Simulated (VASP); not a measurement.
Write the native input for VASP 6.6.1 that does the following.

```
Task                   : single point
Functional             : PBE
Potentials or basis    : VASP PAW PBE potentials, release 64 (Te)
Cutoff                 : 520 eV
k mesh                 : 18 × 18 × 6
Occupations            : gaussian, width 0.1 eV
Spin                   : no spin polarisation
Dipole correction      : no
Further INCAR settings : ALGO = Fast; EDIFF = 1e-07; NBANDS = 16
```

The structure of Te lies in POSCAR:

```
Te
1.0
    2.9746384915      0.0000000000      0.0000000000
   -1.4873192458      2.5761125007      0.0000000000
    0.0000000000      0.0000000000      7.2934287392
Te
3
Direct
    0.6666666667      0.0000000000      0.3333333333
    0.0000000000      0.6666666667      0.6666666667
    0.3333333333      0.3333333333      0.0000000000
```

This isn't the form of Te at room conditions, which is trigonal, of chains.

These files were run (other wordings do the same):

INCAR

```
SYSTEM = Te
  ALGO = Fast
  EDIFF = 1E-7
  ENCUT = 520
  GGA = PE
  ISIF = 2
  ISMEAR = 0
  LASPH = .True.
  LCHARG = .False.
  LREAL = .False.
  LWAVE = .False.
  NBANDS = 16
  NELM = 60
  PREC = Accurate
  SIGMA = 0.1
```

KPOINTS

```
k-points
0
Gamma
  18 18 6
  0 0 0
```

Potentials or basis: VASP PAW PBE potentials, release 64 (Te).

Launch:

```sh
$ cat potpaw_PBE.64/Te/POTCAR > POTCAR
$ mpirun -np 1 vasp_std > vasp.out
```

Results of the run:

The pressure is 60.0 GPa. The band gap on the k mesh is zero (bands 9 and 10 overlap by 7.93 eV).

Caveat: the cell stands under pressure; spin-orbit coupling is left out, which moves the levels of the heavy elements.

Wall time 2.8 min on 1 thread of Oxide Virtual Turin-like Processor (shared host), peak memory 0.25 GiB.
